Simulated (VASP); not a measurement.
**ZnSb2C: single point with r2SCAN**

Crystal: ZnSb2C.

```
CELL_PARAMETERS angstrom
3.84779 0.00000 0.00000
0.00000 3.84779 0.00000
0.00000 0.00000 11.45107
ATOMIC_POSITIONS crystal
Zn 0.50000 0.00000 0.85573
Zn 0.00000 0.50000 0.14427
Sb 0.50000 0.50000 0.00000
Sb 0.00000 0.00000 0.29522
Sb 0.50000 0.50000 0.50000
Sb 0.00000 0.00000 0.70478
C 0.50000 0.00000 0.40118
C 0.00000 0.50000 0.59882
```

- Program: VASP 6.6.1
- Task: single point
- Functional: r2SCAN
- Potentials or basis: VASP PAW PBE potentials, release 64 (Zn, Sb, C)
- Cutoff: 520 eV
- k mesh: 6 × 6 × 2
- Occupations: fermi-dirac, width 0.02 eV
- Spin: no spin polarisation
- Dipole correction: no
- Further INCAR settings: ALGO = Normal; EDIFF = 1e-07; NBANDS = 36

* Pressure: 2.6 GPa
* Largest force: 0.101 eV/Å
* Band gap on the k mesh: zero (bands 26 and 27 overlap by 0.27 eV)

Forces on the atoms (eV/Å):
```
Zn   0.000  0.000 -0.047
Zn   0.000  0.000  0.047
Sb   0.000  0.000  0.000
Sb   0.000  0.000 -0.101
Sb   0.000  0.000  0.000
Sb   0.000  0.000  0.101
C    0.000  0.000  0.034
C    0.000  0.000 -0.034
```

Stress tensor (GPa, compression positive):
```
2.66 0.00 0.00
0.00 2.66 0.00
0.00 0.00 2.48
```

Levels at points of the mesh, in eV from the Fermi level:
| k point | band 24 | band 25 | band 26 | band 27 | band 28 | band 29 |
| --- | --- | --- | --- | --- | --- | --- |
| (0.00, 0.00, 0.00) | -0.52 | -0.38 | -0.38 | -0.28 | 0.95 | 1.07 |
| (0.50, 0.00, 0.00) | -1.90 | -0.78 | -0.42 | 0.24 | 1.03 | 2.42 |
| (0.50, 0.50, 0.00) | -3.12 | -3.12 | -2.30 | 0.83 | 0.83 | 1.63 |
| (0.00, 0.00, 0.50) | -0.49 | -0.23 | -0.23 | 0.37 | 0.38 | 0.77 |
| (0.50, 0.00, 0.50) | -2.72 | -0.31 | -0.01 | 0.24 | 1.02 | 1.99 |
| (0.50, 0.50, 0.50) | -3.24 | -3.24 | -2.37 | 1.54 | 1.54 | 2.17 |

It took 11 min on 1 thread of Oxide Virtual Turin-like Processor, with other jobs on the host, peak memory 0.33 GiB.

Caveat: semilocal functionals underestimate gaps, and a narrow one can read as zero; the PAW data sets were made with another functional, which shifts forces and pressure a little; spin-orbit coupling is left out, which moves the levels of the heavy elements.
